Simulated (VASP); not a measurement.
# Pb (Fm-3m) in VASP: notebook

Pb is run at these levels: r2SCAN+D4, r2SCAN; tasks: single point.

Everything below comes from runs of VASP 6.6.1. Logs are shortened: lines on timing, memory, paths and dates and some standing lists are left out, and cuts for length are marked.

## 1. The cell of the first run

The structure is cubic, space group Fm-3m (No. 225). Conventional cell: a = 4.883 Å, b = 4.883 Å, c = 4.883 Å, α = 90.00°, β = 90.00°, γ = 90.00°. Within 4.5 Å of Pb (site symmetry m-3m) lie 12 Pb at 3.45 Å.

## 2. Single point, r2SCAN+D4

The input, POSCAR:

```
Pb
1.0
    0.0000000000      2.4415696833      2.4415696833
    2.4415696833      0.0000000000      2.4415696833
    2.4415696833      2.4415696833      0.0000000000
Pb
1
Direct
    0.0000000000      0.0000000000      0.0000000000
```

The input, INCAR.step1:

```
SYSTEM = Pb
ALGO = Normal ; EDIFF = 1E-4
ENCUT = 520 ; GGA = PE
ISMEAR = -1 ; LASPH = .TRUE.
LCHARG = .FALSE. ; LREAL = .FALSE.
LWAVE = .TRUE. ; NBANDS = 13
NELM = 80 ; PREC = Accurate
SIGMA = 0.05
```

The input, INCAR.step2:

```
SYSTEM = Pb
ALGO = Normal ; EDIFF = 1E-6
ENCUT = 520 ; ISIF = 2
ISMEAR = -1 ; ISTART = 1
IVDW = 13 ; LASPH = .TRUE.
LCHARG = .FALSE. ; LMIXTAU = .TRUE.
LREAL = .FALSE. ; LWAVE = .FALSE.
METAGGA = R2SCAN ; NBANDS = 13
NELM = 80 ; PREC = Accurate
SIGMA = 0.05 ; VDW_A1 = 0.51559235
VDW_A2 = 5.77342911 ; VDW_S6 = 1.0
VDW_S8 = 0.6018749
```

The input, KPOINTS:

```
k-points
0
G
  9 9 9
  0 0 0
```

Potentials or basis: VASP PAW PBE potentials, release 64 (Pb_d).

Run with:

```sh
$ cat potpaw_PBE.64/Pb_d/POTCAR > POTCAR
$ cp INCAR.step1 INCAR
$ mpirun -np 1 vasp_std > vasp.out
$ cp INCAR.step2 INCAR
$ mpirun -np 1 vasp_std > vasp.out
```

OUTCAR:

```text
SYSTEM = Pb
   EDIFF = 1E-6
   ENCUT = 520
   ISIF = 2
   ISMEAR = -1
   ISTART = 1
   IVDW = 13
   LASPH = .TRUE.
   LREAL = .FALSE.
   METAGGA = R2SCAN
   NELM = 80
   PREC = Accurate

 ion  position               nearest neighbor table
   1  0.000  0.000  0.000-

  LATTYP: Found a face centered cubic cell.
 ALAT       =     4.8831393666

  Lattice vectors:

 A1 = (   0.0000000000,   2.4415696833,   2.4415696833)
 A2 = (   2.4415696833,   0.0000000000,   2.4415696833)
 A3 = (   2.4415696833,   2.4415696833,   0.0000000000)

Analysis of symmetry for initial positions (statically):
=====================================================================
 Subroutine PRICEL returns:
 Original cell was already a primitive cell.

 Routine SETGRP: Setting up the symmetry group for a
 face centered cubic supercell.

 Subroutine GETGRP returns: Found 48 space group operations
 (whereof 48 operations were pure point group operations)
 out of a pool of 48 trial point group operations.

The static configuration has the point symmetry O_h .

Analysis of symmetry for dynamics (positions and initial velocities):
=====================================================================
 Subroutine PRICEL returns:
 Original cell was already a primitive cell.

 Routine SETGRP: Setting up the symmetry group for a
 face centered cubic supercell.

 Subroutine GETGRP returns: Found 48 space group operations
 (whereof 48 operations were pure point group operations)
 out of a pool of 48 trial point group operations.

The dynamic configuration has the point symmetry O_h .

 Subroutine INISYM returns: Found 48 space group operations
 (whereof 48 operations are pure point group operations),
 and found     1 'primitive' translations

----------------------------------------------------------------------------------------

                                     Primitive cell

  volume of cell :      29.1097

  direct lattice vectors                    reciprocal lattice vectors
     0.000000000  2.441569683  2.441569683    -0.204786291  0.204786291  0.204786291
     2.441569683  0.000000000  2.441569683     0.204786291 -0.204786291  0.204786291
     2.441569683  2.441569683  0.000000000     0.204786291  0.204786291 -0.204786291

  length of vectors
     3.452900960  3.452900960  3.452900960     0.354700261  0.354700261  0.354700261

  position of ions in fractional coordinates (direct lattice)
     0.000000000  0.000000000  0.000000000

  ion indices of the primitive-cell ions
   primitive index   ion index
                 1           1

----------------------------------------------------------------------------------------

 KPOINTS: k-points

Automatic generation of k-mesh.
 Grid dimensions read from file:
 generate k-points for:    9    9    9

 Generating k-lattice:

  Cartesian coordinates                     Fractional coordinates (reciprocal lattice)
    -0.022754032  0.022754032  0.022754032     0.111111111  0.000000000  0.000000000
     0.022754032 -0.022754032  0.022754032     0.000000000  0.111111111  0.000000000
     0.022754032  0.022754032 -0.022754032     0.000000000  0.000000000  0.111111111

  Length of vectors
     0.039411140  0.039411140  0.039411140

  Shift w.r.t. Gamma in fractional coordinates (k-lattice)
     0.000000000  0.000000000  0.000000000

 Subroutine IBZKPT returns following result:
 ===========================================

 Found     35 irreducible k-points:

 Following reciprocal coordinates:
            Coordinates               Weight
  0.000000  0.000000  0.000000      1.000000
  0.111111  0.000000  0.000000      8.000000
  0.222222  0.000000  0.000000      8.000000
  0.333333  0.000000  0.000000      8.000000
  0.444444  0.000000  0.000000      8.000000
  0.111111  0.111111  0.000000      6.000000
[... 16 lines left out ...]
 -0.333333  0.333333  0.000000     12.000000
  0.444444  0.444444  0.000000      6.000000
 [... further k-points ...]
   k-points           NKPTS =     35   k-points in BZ     NKDIM =     35   number of bands    NBANDS=     13
   number of dos      NEDOS =    301   number of ions     NIONS =      1
   total plane-waves  NPLWV =  21952
   dimension x,y,z NGX =    28 NGY =   28 NGZ =   28
   dimension x,y,z NGXF=    56 NGYF=   56 NGZF=   56
   ions per type =               1
   NGX,Y,Z   is equivalent  to a cutoff of  13.48, 13.48, 13.48 a.u.
   NGXF,Y,Z  is equivalent  to a cutoff of  26.96, 26.96, 26.96 a.u.
 SYSTEM =  Pb
   PREC   = accura    normal or accurate (medium, high low for compatibility)
   ISTART =      1    job   : 0-new  1-cont  2-samecut
   ICHARG =      0    charge: 1-file 2-atom 10-const
   ISPIN  =      1    spin polarized calculation?
   LNONCOLLINEAR =      F non collinear calculations
   LSORBIT =      F    spin-orbit coupling
   LASPH  =      T    aspherical Exc in radial PAW
   ENCUT  =  520.0 eV  38.22 Ry    6.18 a.u.   6.42  6.42  6.42*2*pi/ulx,y,z
   NELM   =     80;   NELMIN=  2; NELMDL=  0     # of ELM steps
   EDIFF  = 0.1E-05   stopping-criterion for ELM
   LREAL  =      F    real-space projection
   EDIFFG = 0.1E-04   stopping-criterion for IOM
   NSW    =      0    number of steps for IOM
   IBRION =     -1    ionic relax: 0-MD 1-quasi-New 2-CG
   NFREE  =      0    steps in history (QN), initial steepest desc. (CG)
   ISIF   =      2    stress and relaxation
   ISYM   =      2    0-nonsym 1-usesym 2-fastsym
   POTIM  = 0.5000    time-step for ionic-motion
   TEBEG  =    0.0;   TEEND  =   0.0 temperature during run
   PSTRESS=    0.0 pullay stress
   NELECT =      14.0000    total number of electrons
   NUPDOWN=      -1.0000    fix difference up-down
   EMIN   =  10.00;   EMAX   =-10.00  energy-range for DOS
   EFERMI =   0.00;   METHOD = LEGACY
   ISMEAR =    -1;   SIGMA  =   0.05  broadening in eV -4-tet -1-fermi 0-gaus
   EFERMI_NEDOS =   21; number of points for ismear=-14 and -15
   IALGO  =     38    algorithm
   IMIX   =      4    mixing-type and parameters
     AMIX     =   0.40;   BMIX     =  1.00
     AMIX_MAG =   1.60;   BMIX_MAG =  1.00
  volume/ion in A,a.u.               =      29.11       196.44
  Fermi-wavevector in a.u.,A,eV,Ry     =   1.282641  2.423840 22.383862  1.645167
  Thomas-Fermi vector in A             =   2.414940
   LORBIT       =      0    0 simple, 1 ext, 2 COOP (PROOUT), +10 PAW based schemes
   METAGGA = R2SCAN    functional components
   LHFCALC =     F    Hartree Fock is set to
   AEXX    =    0.0000 exact exchange contribution
   IVDW    =    13    specifies the selected vdW correction
   LEPSILON=     F    determine dielectric tensor
   LRPA    =     F    only Hartree local field effects (RPA)
 non-spin polarized calculation
  energy-cutoff  :      520.00
  volume of cell :       29.11
 maximum number of plane-waves:       801
 NGX is ok and might be reduce to    28
   NGX = 13   NGY = 13   NGZ = 13

 number of electron      13.9999999 magnetization

 Free energy of the ion-electron system (eV)
  ---------------------------------------------------
  ext. energy  EPLUGINS =         0.00000000
  ---------------------------------------------------
  free energy    TOTEN  =       -56.27737535 eV

  energy without entropy =      -56.27389072  energy(sigma->0) =      -56.27563304

 E-fermi :   7.5064     XC(G=0): -11.1496

 val. band max:        7.5001360926   @ k =  -0.2222   0.3333   0.1111
 cond. band min:       7.7806105949   @ k =   0.3333   0.3333   0.0000
 fundamental gap:      0.2804745023
 Fermi energy:         7.5064056828

 k-point     1 :       0.0000    0.0000    0.0000
  band No.  band energies     occupation
      1     -10.0691      2.00000
      2     -10.0691      2.00000
      3     -10.0691      2.00000
      4      -9.9011      2.00000
      5      -9.9011      2.00000
      6      -4.9023      2.00000
      7      15.7738      0.00000
      8      15.7738      0.00000
      9      15.7738      0.00000
     10      18.1365      0.00000
     11      20.5467      0.00000
     12      21.1127      0.00000
     13      21.1127      0.00000

 k-point     2 :       0.1111    0.0000    0.0000
  band No.  band energies     occupation
      1     -10.0706      2.00000
      2     -10.0494      2.00000
      3     -10.0494      2.00000
      4      -9.9014      2.00000
      5      -9.9014      2.00000
      6      -4.6415      2.00000
      7      13.2553      0.00000
      8      15.4618      0.00000
      9      15.4618      0.00000
     10      17.7749      0.00000
     11      21.3431      0.00000
     12      21.6670      0.00000
     13      21.6670      0.00000

 k-point     3 :       0.2222    0.0000    0.0000
  band No.  band energies     occupation
      1     -10.0795      2.00000
      2     -10.0263      2.00000
      3     -10.0263      2.00000
      4      -9.8743      2.00000
      5      -9.8743      2.00000
      6      -3.8574      2.00000
      7       9.4961      0.00000
      8      14.7995      0.00000
      9      14.7995      0.00000
     10      17.4964      0.00000
     11      20.5540      0.00000
     12      21.2673      0.00000
     13      21.2673      0.00000
[... 305 lines left out ...]
 k-point    23 :      -0.3333    0.3333    0.0000
  band No.  band energies     occupation
      1     -10.1391      2.00000
      2      -9.9497      2.00000
      3      -9.8931      2.00000
      4      -9.8639      2.00000
      5      -9.7848      2.00000
      6       0.2446      2.00000
      7       5.7576      2.00000
      8       5.9585      2.00000
      9      11.6334      0.00000
     10      15.2552      0.00000
     11      22.5475      0.00000
     12      24.1934      0.00000
     13      24.2696      0.00000

 k-point    24 :       0.4444    0.4444    0.0000
  band No.  band energies     occupation
      1     -10.2636      2.00000
      2     -10.1541      2.00000
      3      -9.7576      2.00000
      4      -9.7099      2.00000
      5      -9.7099      2.00000
      6       0.2442      2.00000
      7       4.7308      2.00000
      8       9.9753      0.00000
      9       9.9753      0.00000
     10      13.8382      0.00000
     11      14.8989      0.00000
     12      27.2367      0.00000
     13      29.2772      0.00000

 [... further k-points ...]

------------------------ aborting loop because EDIFF is reached ----------------------------------------

  DFT-D4 for vdW energy calculation

  Edisp (eV):   -0.14217

  FORCE on cell =-STRESS in cart. coord.  units (eV):
  Direction    XX          YY          ZZ          XY          YZ          ZX
  --------------------------------------------------------------------------------------
  -------------------------------------------------------------------------------------
  Total       0.49065     0.49065     0.49065     0.00000    -0.00000     0.00000
  in kB      27.00513    27.00513    27.00513     0.00000    -0.00000     0.00000
  external pressure =       27.01 kB  Pullay stress =        0.00 kB

 VOLUME and BASIS-vectors are now :
 -----------------------------------------------------------------------------
  energy-cutoff  :      520.00
  volume of cell :       29.11
      direct lattice vectors                 reciprocal lattice vectors
     0.000000000  2.441569683  2.441569683    -0.204786291  0.204786291  0.204786291
     2.441569683  0.000000000  2.441569683     0.204786291 -0.204786291  0.204786291
     2.441569683  2.441569683  0.000000000     0.204786291  0.204786291 -0.204786291

 POSITION                                       TOTAL-FORCE (eV/Angst)
 -----------------------------------------------------------------------------------
      0.00000      0.00000      0.00000        -0.000000      0.000000     -0.000000
 -----------------------------------------------------------------------------------
    total drift:                               -0.000000     -0.000000     -0.000000

  FREE ENERGIE OF THE ION-ELECTRON SYSTEM (eV)
  ---------------------------------------------------
  free  energy   TOTEN  =       -56.4195451264 eV

  energy  without entropy=      -56.4160604971  energy(sigma->0) =      -56.41780281
```

Run time: 43 s. Hardware: 1 thread of Intel Xeon 6975P-C, shared host; peak memory 0.17 GiB.

Results:

| Property | Result |
| --- | --- |
| Free energy | -56.4195 eV |
| Pressure | 2.7 GPa |
| Band gap on the k mesh | zero (band 7 reaches 15.77 eV, above the bottom of band 8 at 5.96 eV) |
| Dispersion energy per atom | -0.142 eV |

Levels at points of the mesh, in eV from the Fermi level:
```tsv
k point	band 4	band 5	band 6	band 7	band 8	band 9	band 10	band 11
(0.00, 0.00, 0.00)	-17.41	-17.41	-12.41	8.27	8.27	8.27	10.63	13.04
```

Caveat: the PAW data sets were made with another functional, which shifts forces and pressure a little; spin-orbit coupling is left out, which moves the levels of the heavy elements; pairwise dispersion overbinds metals, which lowers pressure and volume.

## 3. Single point, r2SCAN

POSCAR is that of step 2.

The input, INCAR.step1:

```
SYSTEM = Pb
PREC     = Accurate       ! precision mode
ENCUT    = 520            ! plane-wave cutoff, eV
ISMEAR   = -1             ! smearing method
SIGMA    = 0.05           ! smearing width, eV
LREAL    = .False.        ! projectors in reciprocal space
LASPH    = .True.         ! aspherical terms in the spheres
NELM     = 100            ! most SCF steps
NBANDS   = 13             ! bands
GGA      = PE             ! functional
ALGO     = Normal         ! electronic algorithm
EDIFF    = 1E-4           ! SCF threshold, eV
LWAVE    = .True.         ! write WAVECAR
LCHARG   = .False.        ! write CHGCAR
```

The input, INCAR.step2:

```
SYSTEM = Pb
PREC     = Accurate       ! precision mode
ENCUT    = 520            ! plane-wave cutoff, eV
EDIFF    = 1E-6           ! SCF threshold, eV
ISMEAR   = -1             ! smearing method
SIGMA    = 0.05           ! smearing width, eV
LREAL    = .False.        ! projectors in reciprocal space
LASPH    = .True.         ! aspherical terms in the spheres
NELM     = 100            ! most SCF steps
ALGO     = Normal         ! electronic algorithm
ISIF     = 2              ! what is computed and relaxed
LWAVE    = .False.        ! write WAVECAR
LCHARG   = .False.        ! write CHGCAR
METAGGA  = R2SCAN         ! meta-GGA
LMIXTAU  = .True.       
NBANDS   = 13             ! bands
ISTART   = 1
```

The input, KPOINTS:

```
regular mesh
0
Gamma
  9 9 9
  0 0 0
```

Potentials or basis: VASP PAW PBE potentials, release 64 (Pb_d).

Run with:

```sh
$ cat potpaw_PBE.64/Pb_d/POTCAR > POTCAR
$ cp INCAR.step1 INCAR
$ mpirun -np 1 vasp_std > vasp.out
$ cp INCAR.step2 INCAR
$ mpirun -np 1 vasp_std > vasp.out
```

Run time: 43 s. Hardware: 1 thread of Intel Xeon 6975P-C, shared host; peak memory 0.17 GiB.

Results (log left out):

* Free energy: -56.2774 eV
* Pressure: 3.4 GPa
* Band gap on the k mesh: zero (band 7 reaches 15.77 eV, above the bottom of band 8 at 5.96 eV)

Levels at points of the mesh, in eV from the Fermi level:
```
           k point  band 3  band 4  band 5  band 6  band 7  band 8  band 9  band 10  band 11  band 12
(0.00, 0.00, 0.00)  -17.58  -17.41  -17.41  -12.41    8.27    8.27    8.27    10.63    13.04    13.61
```

Caveat: the PAW data sets were made with another functional, which shifts forces and pressure a little; spin-orbit coupling is left out, which moves the levels of the heavy elements.

(Continued in part 2 of 2.)
